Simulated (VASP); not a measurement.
# Sb in VASP: single point with PBEsol

Aim: the single point of Sb with PBEsol.

Everything below comes from runs of VASP 6.6.1. Logs are shortened: lines on timing, memory, paths and dates and some standing lists are left out, and cuts for length are marked.

**1. The cell of the first run**

The cell holds a slab with vacuum, 4 atoms: a = 3.062 Å, b = 4.330 Å, c = 23.495 Å, α = 90.00°, β = 90.00°, γ = 90.00°.

**2. Single point, PBEsol**

Contents of INCAR:

```
ALGO = Normal ; DIPOL = 0.5 0.5 0.502
EDIFF = 1E-6 ; ENCUT = 520
GGA = PS ; IDIPOL = 3
ISIF = 2 ; ISMEAR = 0
LASPH = T ; LCHARG = T
LDIPOL = T ; LELF = T
LREAL = F ; LVACPOTAV = T
LVHAR = T ; LWAVE = F
NBANDS = 18 ; NELM = 100
PREC = Accurate ; SIGMA = 0.1
```

Contents of KPOINTS:

```
k-points
0
Gamma
  9 7 1
```

Contents of POSCAR:

```
Sb
1.0
    3.0617437794      0.0000000000      0.0000000000
    0.0000000000      4.3299595773      0.0000000000
    0.0000000000      0.0000000000     23.4949393660
Sb
4
Direct
    0.0000000000      0.5000000000      0.3617800356
    0.0000000000      0.0000000000      0.4539266785
    0.0000000000      0.5000000000      0.5563690975
    0.0000000000      0.0000000000      0.6376628185
```

Potentials or basis: VASP PAW PBE potentials, release 64 (Sb).

The run is started by

```
$ cat potpaw_PBE.64/Sb/POTCAR > POTCAR
$ mpirun -np 1 vasp_std > vasp.out
```

OUTCAR:

```text
EDIFF = 1E-6
   ENCUT = 520
   GGA = PS
   ISIF = 2
   ISMEAR = 0
   LASPH = T
   LREAL = F
   NELM = 100
   PREC = Accurate

 ion  position               nearest neighbor table
   1  0.000  0.500  0.362-   2 3.06   2 3.06
   2  0.000  0.000  0.454-   1 3.06   1 3.06   3 3.24   3 3.24
   3  0.000  0.500  0.556-   4 2.89   4 2.89   2 3.24   2 3.24
   4  0.000  0.000  0.638-   3 2.89   3 2.89

  LATTYP: Found a simple orthorhombic cell.
 ALAT       =     3.0617437794
 B/A-ratio  =     1.4142135624
 C/A-ratio  =     7.6737117992

  Lattice vectors:

 A1 = (   3.0617437794,   0.0000000000,   0.0000000000)
 A2 = (   0.0000000000,   4.3299595773,   0.0000000000)
 A3 = (   0.0000000000,   0.0000000000,  23.4949393660)

Analysis of symmetry for initial positions (statically):
=====================================================================
 Subroutine PRICEL returns:
 Original cell was already a primitive cell.

 Routine SETGRP: Setting up the symmetry group for a
 simple orthorhombic supercell.

 Subroutine GETGRP returns: Found  4 space group operations
 (whereof  4 operations were pure point group operations)
 out of a pool of  8 trial point group operations.

The static configuration has the point symmetry C_2v.

Analysis of symmetry for dynamics (positions and initial velocities):
=====================================================================
 Subroutine PRICEL returns:
 Original cell was already a primitive cell.

 Routine SETGRP: Setting up the symmetry group for a
 simple orthorhombic supercell.

 Subroutine GETGRP returns: Found  4 space group operations
 (whereof  4 operations were pure point group operations)
 out of a pool of  8 trial point group operations.

The dynamic configuration has the point symmetry C_2v.

 Subroutine INISYM returns: Found  4 space group operations
 (whereof  4 operations are pure point group operations),
 and found     1 'primitive' translations

----------------------------------------------------------------------------------------

                                     Primitive cell

  volume of cell :     311.4777

  direct lattice vectors                    reciprocal lattice vectors
     3.061743779  0.000000000  0.000000000     0.326611262  0.000000000  0.000000000
     0.000000000  4.329959577  0.000000000     0.000000000  0.230949038  0.000000000
     0.000000000  0.000000000 23.494939366     0.000000000  0.000000000  0.042562357

  length of vectors
     3.061743779  4.329959577 23.494939366     0.326611262  0.230949038  0.042562357

  position of ions in fractional coordinates (direct lattice)
     0.000000000  0.500000000  0.361780036
     0.000000000  0.000000000  0.453926678
     0.000000000  0.500000000  0.556369098
     0.000000000  0.000000000  0.637662818

  ion indices of the primitive-cell ions
   primitive index   ion index
                 1           1
                 2           2
                 3           3
                 4           4

----------------------------------------------------------------------------------------

 KPOINTS: k-points

Automatic generation of k-mesh.
 Grid dimensions read from file:
 generate k-points for:    9    7    1

 Generating k-lattice:

  Cartesian coordinates                     Fractional coordinates (reciprocal lattice)
     0.036290140  0.000000000  0.000000000     0.111111111  0.000000000  0.000000000
     0.000000000  0.032992720  0.000000000     0.000000000  0.142857143  0.000000000
     0.000000000  0.000000000  0.042562357     0.000000000  0.000000000  1.000000000

  Length of vectors
     0.036290140  0.032992720  0.042562357

  Shift w.r.t. Gamma in fractional coordinates (k-lattice)
     0.000000000  0.000000000  0.000000000

 Subroutine IBZKPT returns following result:
 ===========================================

 Found     20 irreducible k-points:

 Following reciprocal coordinates:
            Coordinates               Weight
  0.000000  0.000000  0.000000      1.000000
  0.111111  0.000000  0.000000      2.000000
  0.222222  0.000000  0.000000      2.000000
  0.333333  0.000000  0.000000      2.000000
  0.444444  0.000000  0.000000      2.000000
  0.000000  0.142857  0.000000      2.000000
[... 12 lines left out ...]
  0.333333  0.428571  0.000000      4.000000
  0.444444  0.428571  0.000000      4.000000
   k-points           NKPTS =     20   k-points in BZ     NKDIM =     20   number of bands    NBANDS=     18
   number of dos      NEDOS =    301   number of ions     NIONS =      4
   total plane-waves  NPLWV = 138240
   dimension x,y,z NGX =    24 NGY =   32 NGZ =  180
   dimension x,y,z NGXF=    48 NGYF=   64 NGZF=  360
   ions per type =               4
   NGX,Y,Z   is equivalent  to a cutoff of  13.03, 12.29, 12.74 a.u.
   NGXF,Y,Z  is equivalent  to a cutoff of  26.06, 24.57, 25.47 a.u.
 SYSTEM =  unknown system
   PREC   = accura    normal or accurate (medium, high low for compatibility)
   ISTART =      0    job   : 0-new  1-cont  2-samecut
   ICHARG =      2    charge: 1-file 2-atom 10-const
   ISPIN  =      1    spin polarized calculation?
   LNONCOLLINEAR =      F non collinear calculations
   LSORBIT =      F    spin-orbit coupling
   LASPH  =      T    aspherical Exc in radial PAW
   ENCUT  =  520.0 eV  38.22 Ry    6.18 a.u.   5.69  8.05 43.69*2*pi/ulx,y,z
   NELM   =    100;   NELMIN=  2; NELMDL= -5     # of ELM steps
   EDIFF  = 0.1E-05   stopping-criterion for ELM
   LREAL  =      F    real-space projection
   EDIFFG = 0.1E-04   stopping-criterion for IOM
   NSW    =      0    number of steps for IOM
   IBRION =     -1    ionic relax: 0-MD 1-quasi-New 2-CG
   NFREE  =      0    steps in history (QN), initial steepest desc. (CG)
   ISIF   =      2    stress and relaxation
   ISYM   =      2    0-nonsym 1-usesym 2-fastsym
   POTIM  = 0.5000    time-step for ionic-motion
   TEBEG  =    0.0;   TEEND  =   0.0 temperature during run
   PSTRESS=    0.0 pullay stress
   NELECT =      20.0000    total number of electrons
   NUPDOWN=      -1.0000    fix difference up-down
   EMIN   =  10.00;   EMAX   =-10.00  energy-range for DOS
   EFERMI =   0.00;   METHOD = LEGACY
   ISMEAR =     0;   SIGMA  =   0.10  broadening in eV -4-tet -1-fermi 0-gaus
   EFERMI_NEDOS =   21; number of points for ismear=-14 and -15
   IALGO  =     38    algorithm
   IMIX   =      4    mixing-type and parameters
     AMIX     =   0.40;   BMIX     =  1.00
     AMIX_MAG =   1.60;   BMIX_MAG =  1.00
  volume/ion in A,a.u.               =      77.87       525.49
  Fermi-wavevector in a.u.,A,eV,Ry     =   0.655555  1.238819  5.847136  0.429752
  Thomas-Fermi vector in A             =   1.726468
   LORBIT       =      0    0 simple, 1 ext, 2 COOP (PROOUT), +10 PAW based schemes
   GGA     = PS    functional components
   LHFCALC =     F    Hartree Fock is set to
   AEXX    =    0.0000 exact exchange contribution
   IVDW    =     0    specifies the selected vdW correction
   LEPSILON=     F    determine dielectric tensor
   LRPA    =     F    only Hartree local field effects (RPA)
 non-spin polarized calculation
 Gauss-broadening in eV      SIGMA  =   0.10
  energy-cutoff  :      520.00
  volume of cell :      311.48
 maximum number of plane-waves:      8440
 NGX is ok and might be reduce to    24
   NGX = 11   NGY = 17   NGZ = 87

 dipolmoment           0.000000      0.000000     -0.001231 electrons x Angstroem

 number of electron      19.9999996 magnetization

 dipolmoment           0.000000      0.000000      0.002072 electrons x Angstroem

 Free energy of the ion-electron system (eV)
  ---------------------------------------------------
  ext. energy  EPLUGINS =         0.00000000
  ---------------------------------------------------
  free energy    TOTEN  =       -17.28771306 eV

  energy without entropy =      -17.27390643  energy(sigma->0) =      -17.28080974

 E-fermi :   0.0643     XC(G=0):  -4.3176

 val. band max:        0.0528218105   @ k =   0.1111   0.1429   0.0000
 cond. band min:       0.1080034586   @ k =   0.3333   0.1429   0.0000
 fundamental gap:      0.0551816480
 Fermi energy:         0.0643108704

 k-point     1 :       0.0000    0.0000    0.0000
  band No.  band energies     occupation
      1     -12.3063      2.00000
      2     -11.3931      2.00000
      3      -9.3762      2.00000
      4      -8.0213      2.00000
      5      -3.2306      2.00000
      6      -3.0403      2.00000
[... 10 lines left out ...]
     17       4.5971      0.00000
     18       4.7894      0.00000

 k-point     2 :       0.1111    0.0000    0.0000
  band No.  band energies     occupation
      1     -12.1202      2.00000
      2     -11.2059      2.00000
      3      -9.1865      2.00000
      4      -7.8293      2.00000
      5      -3.0563      2.00000
      6      -2.8626      2.00000
[... 10 lines left out ...]
     17       4.4677      0.00000
     18       4.6779      0.00000

 k-point     3 :       0.2222    0.0000    0.0000
  band No.  band energies     occupation
      1     -11.5747      2.00000
      2     -10.6564      2.00000
      3      -8.6257      2.00000
      4      -7.2573      2.00000
      5      -2.5647      2.00000
      6      -2.3647      2.00000
[... 10 lines left out ...]
     17       3.8623      0.00000
     18       4.6239      0.00000

 k-point     4 :       0.3333    0.0000    0.0000
  band No.  band energies     occupation
      1     -10.7367      2.00000
      2      -9.8071      2.00000
      3      -7.7435      2.00000
      4      -6.3381      2.00000
      5      -3.5205      2.00000
      6      -2.7018      2.00000
[... 291 lines left out ...]
      4      -8.9996      2.00000
      5      -4.2683      2.00000
      6      -3.8178      2.00000
[... 10 lines left out ...]
     17       5.9314      0.00000
     18       6.3762      0.00000

 k-point    19 :       0.3333    0.4286    0.0000
  band No.  band energies     occupation
      1      -9.4109      2.00000
      2      -8.7424      2.00000
      3      -8.4478      2.00000
      4      -8.1181      2.00000
      5      -3.5308      2.00000
      6      -3.0926      2.00000
[... 10 lines left out ...]
     17       4.6639      0.00000
     18       4.8340      0.00000

 k-point    20 :       0.4444    0.4286    0.0000
  band No.  band energies     occupation
      1      -8.5449      2.00000
      2      -7.8376      2.00000
      3      -7.5524      2.00000
      4      -7.1793      2.00000
      5      -4.0354      2.00000
      6      -3.5549      2.00000
[... 10 lines left out ...]
     17       4.3513      0.00000
     18       4.9373      0.00000

------------------------ aborting loop because EDIFF is reached ----------------------------------------

  FORCE on cell =-STRESS in cart. coord.  units (eV):
  Direction    XX          YY          ZZ          XY          YZ          ZX
  --------------------------------------------------------------------------------------
  -------------------------------------------------------------------------------------
  Total        2.3906115     -3.2128053     -2.2678533      0.0000000      0.0000000      0.0000000
  in kB       12.2968130    -16.5260085    -11.6653701      0.0000000      0.0000000      0.0000000
  external PRESSURE =      -5.2981885 kB  Pullay stress =       0.0000000 kB

 VOLUME and BASIS-vectors are now :
 -----------------------------------------------------------------------------
  energy-cutoff  :      520.00
  volume of cell :      311.48
      direct lattice vectors                 reciprocal lattice vectors
     3.061743779  0.000000000  0.000000000     0.326611262  0.000000000  0.000000000
     0.000000000  4.329959577  0.000000000     0.000000000  0.230949038  0.000000000
     0.000000000  0.000000000 23.494939366     0.000000000  0.000000000  0.042562357

 POSITION                                       TOTAL-FORCE (eV/Angst)
 -----------------------------------------------------------------------------------
      0.00000      2.16498      8.50000         0.000000      0.000000      1.075755
      0.00000      0.00000     10.66498         0.000000      0.000000     -1.066195
      0.00000      2.16498     13.07186         0.000000      0.000000     -0.056638
      0.00000      0.00000     14.98185         0.000000      0.000000      0.047078
 -----------------------------------------------------------------------------------
    total drift:                               -0.000000     -0.000000     -0.000059

  FREE ENERGIE OF THE ION-ELECTRON SYSTEM (eV)
  ---------------------------------------------------
  free  energy   TOTEN  =       -17.2877130612 eV

  energy  without entropy=      -17.2739064267  energy(sigma->0) =      -17.28080974

 vacuum level on the upper side and lower side of the slab         4.351         4.323
```

Wall time 78 s (1 thread of AMD EPYC 9R45 (Zen 5), shared host); peak memory 0.37 GiB.

What came out:

```
Free energy            : -17.2877 eV
Largest force          : 1.076 eV/Å
Band gap on the k mesh : zero (band 10 reaches 0.77 eV, above the bottom of band 11 at -1.21 eV)
```

Forces on the atoms (eV/Å):
```
Sb   0.000  0.000  1.076
Sb   0.000  0.000 -1.066
Sb   0.000  0.000 -0.057
Sb   0.000  0.000  0.047
```

Caveat: the PAW data sets were made with another functional, which shifts forces and pressure a little; spin-orbit coupling is left out, which moves the levels of the heavy elements.
